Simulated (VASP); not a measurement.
Set up this calculation in VASP 6.6.1, as the native input.

| Item | Value |
| --- | --- |
| Task | single point |
| Functional | PBE |
| Potentials or basis | VASP PAW PBE potentials, release 64 (Cd, S) |
| Cutoff | 520 eV |
| k mesh | 8 × 8 × 8 |
| Occupations | fermi-dirac, width 0.02 eV |
| Spin | no spin polarisation |
| Dipole correction | no |
| Further INCAR settings | ALGO = Normal; EDIFF = 1e-06; NBANDS = 16 |

The structure of CdS lies in POSCAR:

```
CdS
1.0
    0.0373406500      2.9471633446      2.9471633446
    2.9471633446      0.0373406500      2.9471633446
    2.9471633446      2.9471633446      0.0373406500
Cd S
1 1
Direct
    0.0014428210      0.0014428210      0.0014428210
    0.2485571790      0.2485571790      0.2485571790
```

This cell differs from its parent crystal: epitaxial 111 strain -1.0%.

The input as run:

INCAR

```
PREC = Accurate
ENCUT = 520
EDIFF = 1E-6
ISMEAR = -1
SIGMA = 0.02
LREAL = F
LASPH = T
NELM = 80
ALGO = Normal
ISIF = 2
LWAVE = F
LCHARG = F
GGA = PE
NBANDS = 16
```

KPOINTS

```
regular mesh
0
Gamma
  8 8 8
```

Potentials or basis: VASP PAW PBE potentials, release 64 (Cd, S).

Command:

```console
$ cat potpaw_PBE.64/Cd/POTCAR potpaw_PBE.64/S/POTCAR > POTCAR
$ mpirun -np 1 vasp_std > vasp.out
```

Results of the run:

```yaml
Pressure: 2.4 GPa
Band_gap_on_the_k_mesh: 1.09 eV, direct
```

Caveat: the cell differs from its parent crystal (epitaxial 111 strain -1.0%).

It took 32 s on 1 thread of Intel(R) Xeon(R) Platinum 8488C (Sapphire Rapids), on a shared host, peak memory 0.2 GiB.
